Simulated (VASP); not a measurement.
Write the native input for VASP 6.6.1 that does the following.

```
Task                   : single point
Functional             : PBE
Potentials or basis    : VASP PAW PBE potentials, release 64 (Si, Ir, Pt)
Cutoff                 : 520 eV
k mesh                 : 10 × 10 × 6
Occupations            : gaussian, width 0.1 eV
Spin                   : no spin polarisation
Dipole correction      : no
Further INCAR settings : ALGO = Normal; EDIFF = 1e-06; NBANDS = 32
```

The structure of Si4IrPt2 lies in POSCAR:

```
Si4IrPt2
1.0
    5.9594047699     -1.8242870020     -0.0305841245
    5.9594047699      1.8242870020     -0.0305841245
   -0.3866125397      0.0000000000      5.1470635881
Si Ir Pt
4 1 2
Direct
    0.1803322962      0.1803322962      0.8186348734
    0.8196677038      0.8196677038      0.1813651266
    0.4550229031      0.4550229031      0.6953812109
    0.5449770969      0.5449770969      0.3046187891
    0.0000000000      0.0000000000      0.0000000000
    0.1968763312      0.1968763312      0.3215553118
    0.8031236688      0.8031236688      0.6784446882
```

One way to write it, as run:

INCAR

```
SYSTEM = Si4IrPt2
ALGO = Normal
EDIFF = 1E-6
ENCUT = 520
GGA = PE
ISIF = 2
ISMEAR = 0
LASPH = .True.
LCHARG = .True.
LELF = .True.
LREAL = .False.
LVHAR = .True.
LWAVE = .False.
NBANDS = 32
NELM = 80
PREC = Accurate
SIGMA = 0.1
```

KPOINTS

```
k-points
0
Gamma
  10 10 6
  0 0 0
```

Potentials or basis: VASP PAW PBE potentials, release 64 (Si, Ir, Pt).

Launch:

```bash
$ cat potpaw_PBE.64/Si/POTCAR potpaw_PBE.64/Ir/POTCAR potpaw_PBE.64/Pt/POTCAR > POTCAR
$ mpirun -np 1 vasp_std > vasp.out
```

Results of the run:

```
Pressure               : 0.0 GPa
Largest force          : 0.017 eV/Å
Band gap on the k mesh : zero (an odd number of electrons rules out a gap without spin polarisation)
```

Caveat: spin-orbit coupling is left out, which moves the levels of the heavy elements.

Run time: 10 min on 1 thread of Intel(R) Xeon(R) Platinum 8488C (Sapphire Rapids), with other jobs on the host, peak memory 0.71 GiB.
